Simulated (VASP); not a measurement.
Crystal: S.

```xyz
2
Lattice="0.0000 2.7787 2.7787 2.7787 0.0000 2.7787 2.7787 2.7787 0.0000" Properties=species:S:1:pos:R:3 pbc="T T T"
S     2.7787    2.7787    2.7787
S     4.1680    4.1680    4.1680
```

This cell differs from its parent crystal: Se replaced by S, lengths x 0.925, strained.

Base run:

| Quantity | Value |
| --- | --- |
| Program | VASP 6.6.1 |
| Functional | PBE |
| Potentials or basis | VASP PAW PBE potentials, release 64 (S) |
| Cutoff | 500 eV |
| k mesh | 6 × 6 × 6 |
| Occupations | gaussian, width 0.1 eV |
| Spin | no spin polarisation |

Its results: band gap on the k mesh zero (band 6 reaches 5.02 eV, above the bottom of band 7 at 3.64 eV); pressure 6.1 GPa.

Question: The run is repeated on the same cell with these changes: cutoff from 500 eV to 520 eV; k mesh from 6 × 6 × 6 to 14 × 14 × 14. What comes out?

Answer: Band gap on the k mesh zero (band 6 reaches 5.23 eV, above the bottom of band 7 at 3.64 eV); pressure 6.6 GPa.
